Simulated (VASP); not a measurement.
# TaN (P1) in VASP: further runs

Runs on TaN. Level: LDA. Tasks: electric field gradients.

Everything below comes from runs of VASP 6.6.1. Logs are shortened: lines on timing, memory, paths and dates and some standing lists are left out, and cuts for length are marked.

## Step 1: The cell of the first run

The typed cell holds 2 atoms: a = 2.938 Å, b = 2.951 Å, c = 2.883 Å, α = 90.21°, β = 90.57°, γ = 120.43°.

## Step 2: Electric field gradients, LDA (equal xy, yz and zx shear strains of -1 %)

File INCAR:

```
SYSTEM = TaN
PREC = Accurate
ENCUT = 520
EDIFF = 1E-8
ISMEAR = -1
SIGMA = 0.02
LREAL = .FALSE.
LASPH = .TRUE.
NELM = 80
ALGO = Normal
ISIF = 2
LWAVE = .FALSE.
LCHARG = .FALSE.
GGA = CA
LEFG = .TRUE.
NBANDS = 15
```

File KPOINTS:

```
regular mesh
0
G
  12 12 10
  0 0 0
```

File POSCAR:

```
TaN
1.0
    2.9379988584     -0.0146899943     -0.0146899943
   -1.4817213374      2.5517266448     -0.0053769111
   -0.0144150000     -0.0144150000      2.8830000000
Ta N
1 1
Direct
    0.3333333333      0.6666666667      0.5000000000
    0.0000000000      0.0000000000      0.0000000000
```

Potentials or basis: VASP PAW LDA potentials, release 64 (Ta_pv, N).

Started as:

```bash
cat potpaw_LDA.64/Ta_pv/POTCAR potpaw_LDA.64/N/POTCAR > POTCAR
mpirun -np 1 vasp_std > vasp.out
```

OUTCAR:

```text
SYSTEM = TaN
   PREC = Accurate
   ENCUT = 520
   EDIFF = 1E-8
   ISMEAR = -1
   LREAL = .FALSE.
   LASPH = .TRUE.
   NELM = 80
   ISIF = 2
   GGA = CA

 ion  position               nearest neighbor table
   1  0.333  0.667  0.500-   2 2.21   2 2.22   2 2.23   2 2.24   2 2.24   2 2.24
   2  0.000  0.000  0.000-   1 2.21   1 2.22   1 2.23   1 2.24   1 2.24   1 2.24

  LATTYP: Found a triclinic cell.
 ALAT       =     2.9507348072
 B/A-ratio  =     1.7246180512
 C/A-ratio  =     1.4019657361
 COS(alpha) =     0.0001326136
 COS(beta)  =     0.3571629385
 COS(gamma) =     0.8672748744

  Lattice vectors:

 A1 = (   1.4817213374,  -2.5517266448,   0.0053769111)
 A2 = (   0.0254438164,  -5.0887632953,   0.0254438165)
 A3 = (   2.9524138584,  -0.0002749943,  -2.8976899943)

Analysis of symmetry for initial positions (statically):
=====================================================================
 Subroutine PRICEL returns:
 Original cell was already a primitive cell.

 Routine SETGRP: Setting up the symmetry group for a
 triclinic supercell.

 Subroutine GETGRP returns: Found  1 space group operations
 (whereof  1 operations were pure point group operations)
 out of a pool of  2 trial point group operations.

The static configuration has the point symmetry C_1 .

Analysis of symmetry for dynamics (positions and initial velocities):
=====================================================================
 Subroutine PRICEL returns:
 Original cell was already a primitive cell.

 Routine SETGRP: Setting up the symmetry group for a
 triclinic supercell.

 Subroutine GETGRP returns: Found  1 space group operations
 (whereof  1 operations were pure point group operations)
 out of a pool of  2 trial point group operations.

The dynamic configuration has the point symmetry C_1 .

 Subroutine INISYM returns: Found  1 space group operations
 (whereof  1 operations are pure point group operations),
 and found     1 'primitive' translations

----------------------------------------------------------------------------------------

                                     Primitive cell

  volume of cell :      21.5499

  direct lattice vectors                    reciprocal lattice vectors
     2.937998858 -0.014689994 -0.014689994     0.341372378  0.198231752  0.002698021
    -1.481721337  2.551726645 -0.005376911     0.001975088  0.393042551  0.001975088
    -0.014415000 -0.014415000  2.883000000     0.001743107  0.001743107  0.346878340

  length of vectors
     2.938072307  2.950734807  2.883072074     0.394763483  0.393052476  0.346887099

  position of ions in fractional coordinates (direct lattice)
     0.333333333  0.666666667  0.500000000
     0.000000000  0.000000000  0.000000000

  ion indices of the primitive-cell ions
   primitive index   ion index
                 1           1
                 2           2

----------------------------------------------------------------------------------------

 KPOINTS: regular mesh

Automatic generation of k-mesh.
 Grid dimensions read from file:
 generate k-points for:   12   12   10

 Generating k-lattice:

  Cartesian coordinates                     Fractional coordinates (reciprocal lattice)
     0.028447698  0.016519313  0.000224835     0.083333333 -0.000000000  0.000000000
     0.000164591  0.032753546  0.000164591    -0.000000000  0.083333333  0.000000000
     0.000174311  0.000174311  0.034687834    -0.000000000 -0.000000000  0.100000000

  Length of vectors
     0.032896957  0.032754373  0.034688710

  Shift w.r.t. Gamma in fractional coordinates (k-lattice)
     0.000000000  0.000000000  0.000000000

 Subroutine IBZKPT returns following result:
 ===========================================

 Found    724 irreducible k-points:

 Following reciprocal coordinates:
            Coordinates               Weight
  0.000000  0.000000  0.000000      1.000000
  0.083333  0.000000 -0.000000      2.000000
  0.166667  0.000000  0.000000      2.000000
  0.250000  0.000000  0.000000      2.000000
  0.333333 -0.000000  0.000000      2.000000
  0.416667  0.000000  0.000000      2.000000
[... 16 lines left out ...]
  0.250000  0.166667  0.000000      2.000000
  0.333333  0.166667 -0.000000      2.000000
 [... further k-points ...]
   k-points           NKPTS =    724   k-points in BZ     NKDIM =    724   number of bands    NBANDS=     15
   number of dos      NEDOS =    301   number of ions     NIONS =      2
   total plane-waves  NPLWV =  13824
   dimension x,y,z NGX =    24 NGY =   24 NGZ =   24
   dimension x,y,z NGXF=    48 NGYF=   48 NGZF=   48
   ions per type =               1   1
   NGX,Y,Z   is equivalent  to a cutoff of  13.58, 13.52, 13.84 a.u.
   NGXF,Y,Z  is equivalent  to a cutoff of  27.16, 27.04, 27.68 a.u.
 SYSTEM =  TaN
   PREC   = accura    normal or accurate (medium, high low for compatibility)
   ISTART =      0    job   : 0-new  1-cont  2-samecut
   ICHARG =      2    charge: 1-file 2-atom 10-const
   ISPIN  =      1    spin polarized calculation?
   LNONCOLLINEAR =      F non collinear calculations
   LSORBIT =      F    spin-orbit coupling
   LASPH  =      T    aspherical Exc in radial PAW
   ENCUT  =  520.0 eV  38.22 Ry    6.18 a.u.   5.46  5.49  5.36*2*pi/ulx,y,z
   NELM   =     80;   NELMIN=  2; NELMDL= -5     # of ELM steps
   EDIFF  = 0.1E-07   stopping-criterion for ELM
   LREAL  =      F    real-space projection
   EDIFFG = 0.1E-06   stopping-criterion for IOM
   NSW    =      0    number of steps for IOM
   IBRION =     -1    ionic relax: 0-MD 1-quasi-New 2-CG
   NFREE  =      0    steps in history (QN), initial steepest desc. (CG)
   ISIF   =      2    stress and relaxation
   ISYM   =      2    0-nonsym 1-usesym 2-fastsym
   POTIM  = 0.5000    time-step for ionic-motion
   TEBEG  =    0.0;   TEEND  =   0.0 temperature during run
   PSTRESS=    0.0 pullay stress
   NELECT =      16.0000    total number of electrons
   NUPDOWN=      -1.0000    fix difference up-down
   EMIN   =  10.00;   EMAX   =-10.00  energy-range for DOS
   EFERMI =   0.00;   METHOD = LEGACY
   ISMEAR =    -1;   SIGMA  =   0.02  broadening in eV -4-tet -1-fermi 0-gaus
   EFERMI_NEDOS =   21; number of points for ismear=-14 and -15
   IALGO  =     38    algorithm
   IMIX   =      4    mixing-type and parameters
     AMIX     =   0.40;   BMIX     =  1.00
     AMIX_MAG =   1.60;   BMIX_MAG =  1.00
  volume/ion in A,a.u.               =      10.77        72.71
  Fermi-wavevector in a.u.,A,eV,Ry     =   1.482403  2.801335 29.899046  2.197518
  Thomas-Fermi vector in A             =   2.596193
   LORBIT       =      0    0 simple, 1 ext, 2 COOP (PROOUT), +10 PAW based schemes
   GGA     = CA    functional components
   LHFCALC =     F    Hartree Fock is set to
   AEXX    =    0.0000 exact exchange contribution
   IVDW    =     0    specifies the selected vdW correction
   LEPSILON=     F    determine dielectric tensor
   LRPA    =     F    only Hartree local field effects (RPA)
 non-spin polarized calculation
  energy-cutoff  :      520.00
  volume of cell :       21.55
 maximum number of plane-waves:       600
 NGX is ok and might be reduce to    24
   NGX = 11   NGY = 11   NGZ = 11

 number of electron      16.0000001 magnetization

 Free energy of the ion-electron system (eV)
  ---------------------------------------------------
  ext. energy  EPLUGINS =         0.00000000
  ---------------------------------------------------
  free energy    TOTEN  =       -24.69616755 eV

  energy without entropy =      -24.69603177  energy(sigma->0) =      -24.69609966

 E-fermi :   8.1695     XC(G=0): -13.5828

 val. band max:        8.1680711234   @ k =   0.0000   0.0000   0.4000
 cond. band min:       8.1983968129   @ k =  -0.0833  -0.0000   0.4000
 fundamental gap:      0.0303256895
 Fermi energy:         8.1695177381

 k-point     1 :       0.0000    0.0000    0.0000
  band No.  band energies     occupation
      1     -26.5240      2.00000
      2     -26.2674      2.00000
      3     -26.2453      2.00000
      4      -9.4287      2.00000
      5       3.4997      2.00000
      6       3.6221      2.00000
      7       3.9162      2.00000
      8       5.2350      2.00000
      9      10.4626      0.00000
     10      11.5971      0.00000
     11      11.7173      0.00000
     12      12.0534      0.00000
     13      12.1038      0.00000
     14      20.4930      0.00000
     15      21.2986      0.00000
[... 397 lines left out ...]
 k-point    24 :       0.3333    0.1667   -0.0000
  band No.  band energies     occupation
      1     -27.1886      2.00000
      2     -26.6464      2.00000
      3     -26.3748      2.00000
      4      -7.0403      2.00000
      5       0.2617      2.00000
      6       3.0297      2.00000
      7       3.5156      2.00000
      8       6.3828      2.00000
      9       9.9353      0.00000
     10      10.1887      0.00000
     11      12.6267      0.00000
     12      14.5875      0.00000
     13      17.3096      0.00000
     14      20.4825      0.00000
     15      20.9872      0.00000

 [... further k-points ...]
[... 5 lines left out ...]
  --------------------------------------------------------------------------------------
  -------------------------------------------------------------------------------------
  Total       -1.2559236     -1.2304865     -1.4247413      0.3007287      0.3296729      0.3299112
  in kB      -93.3744292    -91.4832539   -105.9255575     22.3583432     24.5102659     24.5279819
  external PRESSURE =     -96.9277469 kB  Pullay stress =       0.0000000 kB

 VOLUME and BASIS-vectors are now :
 -----------------------------------------------------------------------------
  energy-cutoff  :      520.00
  volume of cell :       21.55
      direct lattice vectors                 reciprocal lattice vectors
     2.937998858 -0.014689994 -0.014689994     0.341372378  0.198231752  0.002698021
    -1.481721337  2.551726645 -0.005376911     0.001975088  0.393042551  0.001975088
    -0.014415000 -0.014415000  2.883000000     0.001743107  0.001743107  0.346878340

 POSITION                                       TOTAL-FORCE (eV/Angst)
 -----------------------------------------------------------------------------------
     -0.01569      1.68905      1.43302        -0.017528     -0.000373     -0.005406
      0.00000      0.00000      0.00000         0.017528      0.000373      0.005406
 -----------------------------------------------------------------------------------
    total drift:                               -0.000027     -0.000007      0.000027

  FREE ENERGIE OF THE ION-ELECTRON SYSTEM (eV)
  ---------------------------------------------------
  free  energy   TOTEN  =       -24.6961675520 eV

  energy  without entropy=      -24.6960317678  energy(sigma->0) =      -24.69609966

 Electric field gradients (V/A^2)
---------------------------------------------------------------------
 ion       V_xx      V_yy      V_zz      V_xy      V_xz      V_yz
---------------------------------------------------------------------
   1      -9.105    -9.055    18.160   -13.206   -22.994   -22.999
   2       0.009    -0.006    -0.002    -0.898    -1.282    -1.282
---------------------------------------------------------------------

 Electric field gradients after diagonalization (V/A^2)
 (convention: |V_zz| > |V_xx| > |V_yy|)
----------------------------------------------------------------------
 ion       V_xx      V_yy      V_zz     asymmetry (V_yy - V_xx)/ V_zz
----------------------------------------------------------------------
   1      36.234     4.126   -40.359       0.796
   2       1.418     0.899    -2.317       0.224
----------------------------------------------------------------------

           NMR quadrupolar parameters

 Cq : quadrupolar parameter    Cq=e*Q*V_zz/h
 eta: asymmetry parameters     (V_yy - V_xx)/ V_zz
 Q  : nuclear electric quadrupole moment in mb (millibarn)
----------------------------------------------------------------------
 ion       Cq(MHz)       eta       Q (mb)
----------------------------------------------------------------------
   1      -0.098       0.796       1.000
   2      -0.006       0.224       1.000
----------------------------------------------------------------------
```

It took 2.1 min on 1 thread of Intel Xeon 6975P-C, shared host; peak memory 0.33 GiB.

Results:

| Item | Value |
| --- | --- |
| Free energy | -24.6962 eV |
| Pressure | -9.7 GPa |
| Largest force | 0.018 eV/Å |
| Band gap on the k mesh | zero (band 8 reaches 8.41 eV, above the bottom of band 9 at 8.09 eV) |

Forces on the atoms (eV/Å):
```
Ta  -0.018  0.000 -0.005
N    0.018  0.000  0.005
```

Electric field gradients, principal values (V/Å²):
```csv
atom,least,middle,greatest (by size)
1 Ta,4.126,36.234,-40.359
2 N,0.899,1.418,-2.317
```

Caveat: the cell differs from its parent crystal (equal xy, yz and zx shear strains of -1 %); without QUAD_EFG the Cq values of the log hold for a quadrupole moment of 1 mb, not for the nuclei; spin-orbit coupling is left out, which moves the levels of the heavy elements.

(Part 1 of 2 ends here.)
